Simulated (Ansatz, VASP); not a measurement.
One calculation of YI, two programs

```
Y I
1.0
     3.95597    0.00000    0.00000
    -1.97799    3.42597    0.00000
     0.00000    0.00000   11.07948
Y I
2 2
Direct
  0.66667 0.33333 0.62673
  0.33333 0.66667 0.37327
  0.33333 0.66667 0.81998
  0.66667 0.33333 0.18002
```

Alike in both runs: task single point; functional LDA; k mesh 7 × 7 × 3; occupations fermi-dirac, width 0.05 eV; no spin polarisation.

|  | VASP | Ansatz |
| --- | --- | --- |
| version | VASP 6.6.1 | Ansatz 0.2.0 |
| potentials or method | VASP PAW LDA potentials, release 64 (Y_sv, I) | PAW with Ansatz's default frozen-core files, scalar-relativistic |
| plane-wave cutoff (eV) | 520 | 420 |
| valence electrons in the cell | 36 | 56 |

Ansatz gave:

| Property | Result |
| --- | --- |
| pressure (GPa) | -3.2 |
| traceless stress, the component that is largest in VASP (GPa) | 0.22 |
| rms of the force components (eV/Å) | 0.200 |

Estimate VASP's values.

pressure (GPa): -3.2; traceless stress, the component that is largest in VASP (GPa): 0.23; rms of the force components (eV/Å): 0.197.

LDA's correlation is that of Perdew and Zunger in VASP and of Perdew and Wang (1992) in Ansatz. Atom by atom the forces differ by 0.002 eV/Å (rms over components). VASP's potentials hold 36 valence electrons a cell and Ansatz's 56, so a difference there can come from the potentials and not from the codes.

Spin-orbit coupling is off throughout.
